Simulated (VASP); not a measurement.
# CuAu (R-3m) in VASP: further runs, part 3 of 3

VASP 6.6.1. The steps go on from the part before.

## 6. Single point, PBE

This run uses another cell than the first one, of 16.27 Å³/atom, 1.104 times its volume.

INCAR

```
SYSTEM = CuAu
PREC = Accurate
ENCUT = 520
EDIFF = 1E-6
ISMEAR = -1
SIGMA = 0.05
LREAL = .False.
LASPH = .True.
NELM = 80
ALGO = Normal
ISIF = 2
LWAVE = .False.
LCHARG = .False.
GGA = PE
NBANDS = 18
```

KPOINTS

```
regular mesh
0
Gamma
  11 11 11
  0 0 0
```

POSCAR

```
CuAu
1.0
    1.4713592656      0.8494896681      4.3396462822
   -1.4713592656      0.8494896681      4.3396462822
    0.0000000000     -1.6989793362      4.3396462822
Au Cu
1 1
Direct
    0.0000000000      0.0000000000      0.0000000000
    0.5000000000      0.5000000000      0.5000000000
```

Potentials or basis: VASP PAW PBE potentials, release 64 (Au, Cu).

Run with:

```bash
cat potpaw_PBE.64/Au/POTCAR potpaw_PBE.64/Cu/POTCAR > POTCAR
mpirun -np 1 vasp_std > vasp.out
```

OUTCAR:

```text
SYSTEM = CuAu
   PREC = Accurate
   ENCUT = 520
   EDIFF = 1E-6
   ISMEAR = -1
   LREAL = .False.
   LASPH = .True.
   NELM = 80
   ISIF = 2
   GGA = PE

 ion  position               nearest neighbor table
   1  0.000  0.000  0.000-   2 2.76   2 2.76   2 2.76   2 2.76   2 2.76   2 2.76
   2  0.500  0.500  0.500-   1 2.76   1 2.76   1 2.76   1 2.76   1 2.76   1 2.76

  LATTYP: Found a trigonal (rhomboedric) cell.
 ALAT       =     4.6603712984
 COS(alpha) =     0.8006453295

  Lattice vectors:

 A1 = (   1.4713592656,   0.8494896681,   4.3396462822)
 A2 = (  -1.4713592656,   0.8494896681,   4.3396462822)
 A3 = (   0.0000000000,  -1.6989793362,   4.3396462822)

Analysis of symmetry for initial positions (statically):
=====================================================================
 Subroutine PRICEL returns:
 Original cell was already a primitive cell.

 Routine SETGRP: Setting up the symmetry group for a
 trigonal (rhombohedral) supercell.

 Subroutine GETGRP returns: Found 12 space group operations
 (whereof 12 operations were pure point group operations)
 out of a pool of 12 trial point group operations.

The static configuration has the point symmetry D_3d.

Analysis of symmetry for dynamics (positions and initial velocities):
=====================================================================
 Subroutine PRICEL returns:
 Original cell was already a primitive cell.

 Routine SETGRP: Setting up the symmetry group for a
 trigonal (rhombohedral) supercell.

 Subroutine GETGRP returns: Found 12 space group operations
 (whereof 12 operations were pure point group operations)
 out of a pool of 12 trial point group operations.

The dynamic configuration has the point symmetry D_3d.

 Subroutine INISYM returns: Found 12 space group operations
 (whereof 12 operations are pure point group operations),
 and found     1 'primitive' translations

----------------------------------------------------------------------------------------

                                     Primitive cell

  volume of cell :      32.5449

  direct lattice vectors                    reciprocal lattice vectors
     1.471359266  0.849489668  4.339646282     0.339821831  0.196196226  0.076811176
    -1.471359266  0.849489668  4.339646282    -0.339821831  0.196196226  0.076811176
     0.000000000 -1.698979336  4.339646282     0.000000000 -0.392392451  0.076811176

  length of vectors
     4.660371298  4.660371298  4.660371298     0.399839709  0.399839709  0.399839709

  position of ions in fractional coordinates (direct lattice)
     0.000000000  0.000000000  0.000000000
     0.500000000  0.500000000  0.500000000

  ion indices of the primitive-cell ions
   primitive index   ion index
                 1           1
                 2           2

----------------------------------------------------------------------------------------

 KPOINTS: regular mesh

Automatic generation of k-mesh.
 Grid dimensions read from file:
 generate k-points for:   11   11   11

 Generating k-lattice:

  Cartesian coordinates                     Fractional coordinates (reciprocal lattice)
     0.030892894  0.017836021  0.006982834     0.090909091  0.000000000  0.000000000
    -0.030892894  0.017836021  0.006982834     0.000000000  0.090909091  0.000000000
     0.000000000 -0.035672041  0.006982834     0.000000000  0.000000000  0.090909091

  Length of vectors
     0.036349064  0.036349064  0.036349064

  Shift w.r.t. Gamma in fractional coordinates (k-lattice)
     0.000000000  0.000000000  0.000000000

 Subroutine IBZKPT returns following result:
 ===========================================

 Found    146 irreducible k-points:

 Following reciprocal coordinates:
            Coordinates               Weight
  0.000000  0.000000  0.000000      1.000000
  0.090909 -0.000000 -0.000000      6.000000
  0.181818 -0.000000 -0.000000      6.000000
  0.272727 -0.000000  0.000000      6.000000
  0.363636  0.000000 -0.000000      6.000000
  0.454545  0.000000  0.000000      6.000000
[... 16 lines left out ...]
 -0.272727  0.181818  0.000000     12.000000
 -0.181818  0.181818  0.000000      6.000000
 [... further k-points ...]
   k-points           NKPTS =    146   k-points in BZ     NKDIM =    146   number of bands    NBANDS=     18
   number of dos      NEDOS =    301   number of ions     NIONS =      2
   total plane-waves  NPLWV =  46656
   dimension x,y,z NGX =    36 NGY =   36 NGZ =   36
   dimension x,y,z NGXF=    72 NGYF=   72 NGZF=   72
   ions per type =               1   1
   NGX,Y,Z   is equivalent  to a cutoff of  12.84, 12.84, 12.84 a.u.
   NGXF,Y,Z  is equivalent  to a cutoff of  25.68, 25.68, 25.68 a.u.
 SYSTEM =  CuAu
   PREC   = accura    normal or accurate (medium, high low for compatibility)
   ISTART =      0    job   : 0-new  1-cont  2-samecut
   ICHARG =      2    charge: 1-file 2-atom 10-const
   ISPIN  =      1    spin polarized calculation?
   LNONCOLLINEAR =      F non collinear calculations
   LSORBIT =      F    spin-orbit coupling
   LASPH  =      T    aspherical Exc in radial PAW
   ENCUT  =  520.0 eV  38.22 Ry    6.18 a.u.   8.67  8.67  8.67*2*pi/ulx,y,z
   NELM   =     80;   NELMIN=  2; NELMDL= -5     # of ELM steps
   EDIFF  = 0.1E-05   stopping-criterion for ELM
   LREAL  =      F    real-space projection
   EDIFFG = 0.1E-04   stopping-criterion for IOM
   NSW    =      0    number of steps for IOM
   IBRION =     -1    ionic relax: 0-MD 1-quasi-New 2-CG
   NFREE  =      0    steps in history (QN), initial steepest desc. (CG)
   ISIF   =      2    stress and relaxation
   ISYM   =      2    0-nonsym 1-usesym 2-fastsym
   POTIM  = 0.5000    time-step for ionic-motion
   TEBEG  =    0.0;   TEEND  =   0.0 temperature during run
   PSTRESS=    0.0 pullay stress
   NELECT =      22.0000    total number of electrons
   NUPDOWN=      -1.0000    fix difference up-down
   EMIN   =  10.00;   EMAX   =-10.00  energy-range for DOS
   EFERMI =   0.00;   METHOD = LEGACY
   ISMEAR =    -1;   SIGMA  =   0.05  broadening in eV -4-tet -1-fermi 0-gaus
   EFERMI_NEDOS =   21; number of points for ismear=-14 and -15
   IALGO  =     38    algorithm
   IMIX   =      4    mixing-type and parameters
     AMIX     =   0.40;   BMIX     =  1.00
     AMIX_MAG =   1.60;   BMIX_MAG =  1.00
  volume/ion in A,a.u.               =      16.27       109.81
  Fermi-wavevector in a.u.,A,eV,Ry     =   1.436773  2.715108 28.086746  2.064318
  Thomas-Fermi vector in A             =   2.555925
   LORBIT       =      0    0 simple, 1 ext, 2 COOP (PROOUT), +10 PAW based schemes
   GGA     = PE    functional components
   LHFCALC =     F    Hartree Fock is set to
   AEXX    =    0.0000 exact exchange contribution
   IVDW    =     0    specifies the selected vdW correction
   LEPSILON=     F    determine dielectric tensor
   LRPA    =     F    only Hartree local field effects (RPA)
 non-spin polarized calculation
  energy-cutoff  :      520.00
  volume of cell :       32.54
 maximum number of plane-waves:       899
   NGX = 17   NGY = 17   NGZ = 17

 number of electron      21.9999996 magnetization

 Free energy of the ion-electron system (eV)
  ---------------------------------------------------
  ext. energy  EPLUGINS =         0.00000000
  ---------------------------------------------------
  free energy    TOTEN  =        -6.87863890 eV

  energy without entropy =       -6.87090777  energy(sigma->0) =       -6.87477334

 E-fermi :   7.2434     XC(G=0): -12.0056

 val. band max:        7.2364342226   @ k =   0.2727   0.2727   0.0909
 cond. band min:       7.2546325313   @ k =   0.4545   0.2727   0.1818
 fundamental gap:      0.0181983087
 Fermi energy:         7.2434447583

 k-point     1 :       0.0000    0.0000    0.0000
  band No.  band energies     occupation
      1      -1.6436      2.00000
      2       1.2540      2.00000
      3       2.7865      2.00000
      4       2.7865      2.00000
      5       3.6866      2.00000
      6       3.6866      2.00000
[... 10 lines left out ...]
     17      24.4128      0.00000
     18      26.6927      0.00000
[... 463 lines left out ...]
 k-point    24 :      -0.1818    0.1818    0.0000
  band No.  band energies     occupation
      1       0.7567      2.00000
      2       2.1776      2.00000
      3       2.4069      2.00000
      4       2.4104      2.00000
      5       3.3370      2.00000
      6       4.4837      2.00000
[... 10 lines left out ...]
     17      19.2322      0.00000
     18      26.0804      0.00000

 [... further k-points ...]

------------------------ aborting loop because EDIFF is reached ----------------------------------------

  FORCE on cell =-STRESS in cart. coord.  units (eV):
  Direction    XX          YY          ZZ          XY          YZ          ZX
  --------------------------------------------------------------------------------------
  -------------------------------------------------------------------------------------
  Total       -1.4459970     -1.4459970     -1.3019750      0.0000000      0.0000000      0.0000000
  in kB      -71.1861614    -71.1861614    -64.0959811      0.0000000      0.0000000      0.0000000
  external PRESSURE =     -68.8227680 kB  Pullay stress =       0.0000000 kB

 VOLUME and BASIS-vectors are now :
 -----------------------------------------------------------------------------
  energy-cutoff  :      520.00
  volume of cell :       32.54
      direct lattice vectors                 reciprocal lattice vectors
     1.471359266  0.849489668  4.339646282     0.339821831  0.196196226  0.076811176
    -1.471359266  0.849489668  4.339646282    -0.339821831  0.196196226  0.076811176
     0.000000000 -1.698979336  4.339646282     0.000000000 -0.392392451  0.076811176

 POSITION                                       TOTAL-FORCE (eV/Angst)
 -----------------------------------------------------------------------------------
      0.00000      0.00000      0.00000        -0.000000      0.000000     -0.000000
      0.00000      0.00000      6.50947         0.000000     -0.000000      0.000000
 -----------------------------------------------------------------------------------
    total drift:                                0.000000     -0.000000      0.000000

  FREE ENERGIE OF THE ION-ELECTRON SYSTEM (eV)
  ---------------------------------------------------
  free  energy   TOTEN  =        -6.8786389026 eV

  energy  without entropy=       -6.8709077699  energy(sigma->0) =       -6.87477334
```

Wall time 54 s (1 thread of Intel Xeon 6975P-C (Granite Rapids), shared host); peak memory 0.27 GiB.

Results:

* Free energy: -6.8786 eV
* Pressure: -6.9 GPa
* Band gap on the k mesh: zero (band 11 reaches 9.30 eV, above the bottom of band 12 at 5.25 eV)

Stress tensor (GPa, compression positive):
```
-7.12  0.00  0.00
 0.00 -7.12  0.00
 0.00  0.00 -6.41
```

Caveat: spin-orbit coupling is left out, which moves the levels of the heavy elements.

## 7. Summary

| cell | gap on the mesh (eV) | pressure (GPa) |
| --- | --- | --- |
| a = 4.509 Å, angles 36.8°, 2 atoms | none | 5.7 |
| a = 4.540 Å, angles 36.8°, 2 atoms | none | 2.5 |
| a = 4.601 Å, angles 36.8°, 2 atoms | none | -3.7 |
| a = 4.631 Å, angles 36.8°, 2 atoms | none | -5.0 |
| a = 4.660 Å, angles 36.8°, 2 atoms | none | -6.9 |

Alike in all rows: task single point; level PBE; potentials or basis VASP PAW PBE potentials, release 64 (Au, Cu); no spin polarisation; k mesh 11 × 11 × 11; cutoff (eV) 520; smearing fermi-dirac 0.05 eV.

Caveats: spin-orbit coupling is left out, which moves the levels of the heavy elements.

Total energies depend on the potentials used, so only differences within one code and one set of settings carry meaning.
